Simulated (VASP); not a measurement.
# Nb (I4/mmm) in VASP: further runs

Runs on Nb. Level: r2SCAN. Tasks: single point.

All numbers are computed with VASP 6.6.1; they aren't measurements. Logs are shortened: lines on timing, memory, paths and dates and some standing lists are left out, and cuts for length are marked.

**1. The cell of the first run**

Symmetry: I4/mmm, No. 139, tetragonal system. Conventional cell: a = 2.991 Å, b = 2.991 Å, c = 4.441 Å, α = 90.00°, β = 90.00°, γ = 90.00°. Within 3.9 Å of Nb (site symmetry 4/mmm) lie 12 Nb at 2.99 to 3.07 Å.

**2. Single point, r2SCAN (strain +0.0500 x Voigt [1, 0, 0, 0, 0, 0])**

POSCAR reads:

```
Nb
1.0
    0.0000000000      2.1150000000      2.1150000000
    2.2207500000      0.0000000000      2.1150000000
    2.2207500000      2.1150000000      0.0000000000
Nb
1
Direct
    0.0000000000      0.0000000000      0.0000000000
```

INCAR.step1 reads:

```
PREC     = Accurate       # precision mode
ENCUT    = 520            # plane-wave cutoff, eV
ISMEAR   = 0              # smearing method
SIGMA    = 0.15           # smearing width, eV
LREAL    = F              # projectors in reciprocal space
LASPH    = T              # aspherical terms in the spheres
NELM     = 80             # most SCF steps
NBANDS   = 12             # bands
GGA      = PE             # functional
ALGO     = Normal         # electronic algorithm
EDIFF    = 1E-4           # SCF threshold, eV
LWAVE    = T              # write WAVECAR
LCHARG   = F              # write CHGCAR
```

INCAR.step2 reads:

```
PREC     = Accurate       # precision mode
ENCUT    = 520            # plane-wave cutoff, eV
EDIFF    = 1E-6           # SCF threshold, eV
ISMEAR   = 0              # smearing method
SIGMA    = 0.15           # smearing width, eV
LREAL    = F              # projectors in reciprocal space
LASPH    = T              # aspherical terms in the spheres
NELM     = 80             # most SCF steps
ALGO     = Normal         # electronic algorithm
ISIF     = 2              # what is computed and relaxed
LWAVE    = F              # write WAVECAR
LCHARG   = T              # write CHGCAR
METAGGA  = R2SCAN         # meta-GGA
LMIXTAU  = T            
LELF     = T              # ELF
LVHAR    = T            
NBANDS   = 12             # bands
ISTART   = 1
```

KPOINTS reads:

```
regular mesh
0
Gamma
  20 20 20
```

Potentials or basis: VASP PAW PBE potentials, release 64 (Nb_sv).

Started as:

```
cat potpaw_PBE.64/Nb_sv/POTCAR > POTCAR
cp INCAR.step1 INCAR
mpirun -np 1 vasp_std > vasp.out
cp INCAR.step2 INCAR
mpirun -np 1 vasp_std > vasp.out
```

OUTCAR:

```text
PREC = Accurate
   ENCUT = 520
   EDIFF = 1E-6
   ISMEAR = 0
   LREAL = F
   LASPH = T
   NELM = 80
   ISIF = 2
   METAGGA = R2SCAN
   ISTART = 1

 ion  position               nearest neighbor table
   1  0.000  0.000  0.000-

  LATTYP: Found a body centered tetragonal cell.
 ALAT       =     2.9910616844
 C/A-ratio  =     1.4849242405

  Lattice vectors:

 A1 = (   2.2207500000,   0.0000000000,   2.1150000000)
 A2 = (   2.2207500000,   0.0000000000,  -2.1150000000)
 A3 = (  -2.2207500000,   2.1150000000,   0.0000000000)

Analysis of symmetry for initial positions (statically):
=====================================================================
 Subroutine PRICEL returns:
 Original cell was already a primitive cell.

 Routine SETGRP: Setting up the symmetry group for a
 body centered tetragonal supercell.

 Subroutine GETGRP returns: Found 16 space group operations
 (whereof 16 operations were pure point group operations)
 out of a pool of 16 trial point group operations.

The static configuration has the point symmetry D_4h.

Analysis of symmetry for dynamics (positions and initial velocities):
=====================================================================
 Subroutine PRICEL returns:
 Original cell was already a primitive cell.

 Routine SETGRP: Setting up the symmetry group for a
 body centered tetragonal supercell.

 Subroutine GETGRP returns: Found 16 space group operations
 (whereof 16 operations were pure point group operations)
 out of a pool of 16 trial point group operations.

The dynamic configuration has the point symmetry D_4h.

 Subroutine INISYM returns: Found 16 space group operations
 (whereof 16 operations are pure point group operations),
 and found     1 'primitive' translations

----------------------------------------------------------------------------------------

                                     Primitive cell

  volume of cell :      19.8678

  direct lattice vectors                    reciprocal lattice vectors
     0.000000000  2.115000000  2.115000000    -0.225149161  0.236406619  0.236406619
     2.220750000  0.000000000  2.115000000     0.225149161 -0.236406619  0.236406619
     2.220750000  2.115000000  0.000000000     0.225149161  0.236406619 -0.236406619

  length of vectors
     2.991061684  3.066750000  3.066750000     0.403073597  0.403073597  0.403073597

  position of ions in fractional coordinates (direct lattice)
     0.000000000  0.000000000  0.000000000

  ion indices of the primitive-cell ions
   primitive index   ion index
                 1           1

----------------------------------------------------------------------------------------

 KPOINTS: regular mesh

Automatic generation of k-mesh.
 Grid dimensions read from file:
 generate k-points for:   20   20   20

 Generating k-lattice:

  Cartesian coordinates                     Fractional coordinates (reciprocal lattice)
    -0.011257458  0.011820331  0.011820331     0.050000000  0.000000000  0.000000000
     0.011257458 -0.011820331  0.011820331     0.000000000  0.050000000  0.000000000
     0.011257458  0.011820331 -0.011820331     0.000000000  0.000000000  0.050000000

  Length of vectors
     0.020153680  0.020153680  0.020153680

  Shift w.r.t. Gamma in fractional coordinates (k-lattice)
     0.000000000  0.000000000  0.000000000

 Subroutine IBZKPT returns following result:
 ===========================================

 Found    641 irreducible k-points:

 Following reciprocal coordinates:
            Coordinates               Weight
  0.000000  0.000000  0.000000      1.000000
  0.050000 -0.000000 -0.000000      8.000000
  0.100000 -0.000000 -0.000000      8.000000
  0.150000 -0.000000 -0.000000      8.000000
  0.200000 -0.000000 -0.000000      8.000000
  0.250000 -0.000000 -0.000000      8.000000
[... 16 lines left out ...]
 -0.400000  0.050000  0.000000     16.000000
 -0.350000  0.050000  0.000000     16.000000
 [... further k-points ...]
   k-points           NKPTS =    641   k-points in BZ     NKDIM =    641   number of bands    NBANDS=     12
   number of dos      NEDOS =    301   number of ions     NIONS =      1
   total plane-waves  NPLWV =  13824
   dimension x,y,z NGX =    24 NGY =   24 NGZ =   24
   dimension x,y,z NGXF=    48 NGYF=   48 NGZF=   48
   ions per type =               1
   NGX,Y,Z   is equivalent  to a cutoff of  13.34, 13.01, 13.01 a.u.
   NGXF,Y,Z  is equivalent  to a cutoff of  26.68, 26.02, 26.02 a.u.
 SYSTEM =  unknown system
   PREC   = accura    normal or accurate (medium, high low for compatibility)
   ISTART =      1    job   : 0-new  1-cont  2-samecut
   ICHARG =      0    charge: 1-file 2-atom 10-const
   ISPIN  =      1    spin polarized calculation?
   LNONCOLLINEAR =      F non collinear calculations
   LSORBIT =      F    spin-orbit coupling
   LASPH  =      T    aspherical Exc in radial PAW
   ENCUT  =  520.0 eV  38.22 Ry    6.18 a.u.   5.56  5.70  5.70*2*pi/ulx,y,z
   NELM   =     80;   NELMIN=  2; NELMDL=  0     # of ELM steps
   EDIFF  = 0.1E-05   stopping-criterion for ELM
   LREAL  =      F    real-space projection
   EDIFFG = 0.1E-04   stopping-criterion for IOM
   NSW    =      0    number of steps for IOM
   IBRION =     -1    ionic relax: 0-MD 1-quasi-New 2-CG
   NFREE  =      0    steps in history (QN), initial steepest desc. (CG)
   ISIF   =      2    stress and relaxation
   ISYM   =      2    0-nonsym 1-usesym 2-fastsym
   POTIM  = 0.5000    time-step for ionic-motion
   TEBEG  =    0.0;   TEEND  =   0.0 temperature during run
   PSTRESS=    0.0 pullay stress
   NELECT =      13.0000    total number of electrons
   NUPDOWN=      -1.0000    fix difference up-down
   EMIN   =  10.00;   EMAX   =-10.00  energy-range for DOS
   EFERMI =   0.00;   METHOD = LEGACY
   ISMEAR =     0;   SIGMA  =   0.15  broadening in eV -4-tet -1-fermi 0-gaus
   EFERMI_NEDOS =   21; number of points for ismear=-14 and -15
   IALGO  =     38    algorithm
   IMIX   =      4    mixing-type and parameters
     AMIX     =   0.40;   BMIX     =  1.00
     AMIX_MAG =   1.60;   BMIX_MAG =  1.00
  volume/ion in A,a.u.               =      19.87       134.07
  Fermi-wavevector in a.u.,A,eV,Ry     =   1.421257  2.685785 27.483363  2.019970
  Thomas-Fermi vector in A             =   2.542085
   LORBIT       =      0    0 simple, 1 ext, 2 COOP (PROOUT), +10 PAW based schemes
   METAGGA = R2SCAN    functional components
   LHFCALC =     F    Hartree Fock is set to
   AEXX    =    0.0000 exact exchange contribution
   IVDW    =     0    specifies the selected vdW correction
   LEPSILON=     F    determine dielectric tensor
   LRPA    =     F    only Hartree local field effects (RPA)
 non-spin polarized calculation
 Gauss-broadening in eV      SIGMA  =   0.15
  energy-cutoff  :      520.00
  volume of cell :       19.87
 maximum number of plane-waves:       548
   NGX = 11   NGY = 11   NGZ = 11

 number of electron      12.9999999 magnetization

 Free energy of the ion-electron system (eV)
  ---------------------------------------------------
  ext. energy  EPLUGINS =         0.00000000
  ---------------------------------------------------
  free energy    TOTEN  =       -24.50287472 eV

  energy without entropy =      -24.48639651  energy(sigma->0) =      -24.49463562

 E-fermi :  10.1661     XC(G=0): -13.0595

 val. band max:       10.1650624170   @ k =   0.2000   0.4000   0.0500
 cond. band min:      10.1695919274   @ k =   0.1000  -0.4500   0.0500
 fundamental gap:      0.0045295105
 Fermi energy:        10.1661489454

 k-point     1 :       0.0000    0.0000    0.0000
  band No.  band energies     occupation
      1     -46.5138      2.00000
      2     -21.2601      2.00000
      3     -21.2395      2.00000
      4     -21.2395      2.00000
      5       3.7241      2.00000
      6       9.9559      1.95258
      7      10.5842      0.00008
      8      10.5842      0.00008
      9      12.5547      0.00000
     10      13.3675      0.00000
     11      22.4026      0.00000
     12      26.3931      0.00000

 k-point     2 :       0.0500   -0.0000   -0.0000
  band No.  band energies     occupation
      1     -46.5098      2.00000
      2     -21.2773      2.00000
      3     -21.2541      2.00000
      4     -21.2420      2.00000
      5       3.8164      2.00000
      6       9.9646      1.94262
      7      10.5409      0.00041
      8      10.6268      0.00001
      9      12.5265      0.00000
     10      13.3217      0.00000
     11      22.5886      0.00000
     12      26.3628      0.00000

 k-point     3 :       0.1000   -0.0000   -0.0000
  band No.  band energies     occupation
      1     -46.4980      2.00000
      2     -21.3533      2.00000
      3     -21.2699      2.00000
      4     -21.2494      2.00000
      5       4.0851      2.00000
      6       9.9337      1.97161
      7      10.4772      0.00336
      8      10.7443      0.00000
      9      12.4665      0.00000
     10      13.2040      0.00000
     11      23.1027      0.00000
     12      25.8437      0.00000
[... 286 lines left out ...]
 k-point    23 :      -0.4000    0.0500    0.0000
  band No.  band energies     occupation
      1     -46.3553      2.00000
      2     -22.2280      2.00000
      3     -21.4195      2.00000
      4     -21.3531      2.00000
      5       6.4251      2.00000
      6      10.0067      1.86728
      7      10.4817      0.00293
      8      10.7618      0.00000
      9      14.2552      0.00000
     10      14.7495      0.00000
     11      20.8936      0.00000
     12      22.8721      0.00000

 k-point    24 :      -0.3500    0.0500    0.0000
  band No.  band energies     occupation
      1     -46.3721      2.00000
      2     -22.1283      2.00000
      3     -21.4032      2.00000
      4     -21.3427      2.00000
      5       6.3649      2.00000
      6      10.0204      1.83057
      7      10.1791      0.90260
      8      10.7472      0.00000
      9      13.7432      0.00000
     10      14.3928      0.00000
     11      21.4557      0.00000
     12      23.7463      0.00000

 [... further k-points ...]

------------------------ aborting loop because EDIFF is reached ----------------------------------------

  FORCE on cell =-STRESS in cart. coord.  units (eV):
  Direction    XX          YY          ZZ          XY          YZ          ZX
  --------------------------------------------------------------------------------------
  -------------------------------------------------------------------------------------
  Total       -0.4652188     -1.5996894     -1.5996894     -0.0000000      0.0000000      0.0000000
  in kB      -37.5160785   -129.0018241   -129.0018241     -0.0000000      0.0000000      0.0000000
  external PRESSURE =     -98.5065756 kB  Pullay stress =       0.0000000 kB

 VOLUME and BASIS-vectors are now :
 -----------------------------------------------------------------------------
  energy-cutoff  :      520.00
  volume of cell :       19.87
      direct lattice vectors                 reciprocal lattice vectors
     0.000000000  2.115000000  2.115000000    -0.225149161  0.236406619  0.236406619
     2.220750000  0.000000000  2.115000000     0.225149161 -0.236406619  0.236406619
     2.220750000  2.115000000  0.000000000     0.225149161  0.236406619 -0.236406619

 POSITION                                       TOTAL-FORCE (eV/Angst)
 -----------------------------------------------------------------------------------
      0.00000      0.00000      0.00000        -0.000000      0.000000      0.000000
 -----------------------------------------------------------------------------------
    total drift:                                0.000000     -0.000000     -0.000000

  FREE ENERGIE OF THE ION-ELECTRON SYSTEM (eV)
  ---------------------------------------------------
  free  energy   TOTEN  =       -24.5028747230 eV

  energy  without entropy=      -24.4863965115  energy(sigma->0) =      -24.49463562
```

It took 9.7 min on 1 thread of Intel Xeon 8259CL, shared host; peak memory 0.27 GiB.

What came out:

```yaml
Free_energy: -24.5029 eV
Pressure: -9.9 GPa
Band_gap_on_the_k_mesh: zero (an odd number of electrons rules out a gap without spin polarisation)
```

Levels at points of the mesh, in eV from the Fermi level:
| k point | band 2 | band 3 | band 4 | band 5 | band 6 | band 7 | band 8 | band 9 | band 10 | band 11 |
| --- | --- | --- | --- | --- | --- | --- | --- | --- | --- | --- |
| (0.00, 0.00, 0.00) | -31.43 | -31.41 | -31.41 | -6.44 | -0.21 | 0.42 | 0.42 | 2.39 | 3.20 | 12.24 |
| (0.50, 0.00, 0.00) | -32.47 | -31.59 | -31.51 | -3.81 | -0.23 | 0.41 | 1.08 | 4.47 | 4.72 | 10.27 |
| (0.50, 0.50, 0.00) | -32.40 | -31.87 | -31.77 | -3.89 | -3.22 | 3.62 | 4.58 | 4.80 | 5.33 | 10.86 |
| (0.00, 0.50, 0.50) | -32.39 | -31.72 | -31.72 | -3.91 | -3.18 | 2.74 | 4.72 | 5.06 | 5.06 | 11.90 |

Caveat: the cell differs from its parent crystal (strain +0.0500 x Voigt [1, 0, 0, 0, 0, 0]); the cell stands under tension; the PAW data sets were made with another functional, which shifts forces and pressure a little.

[end of part 1 of 2]
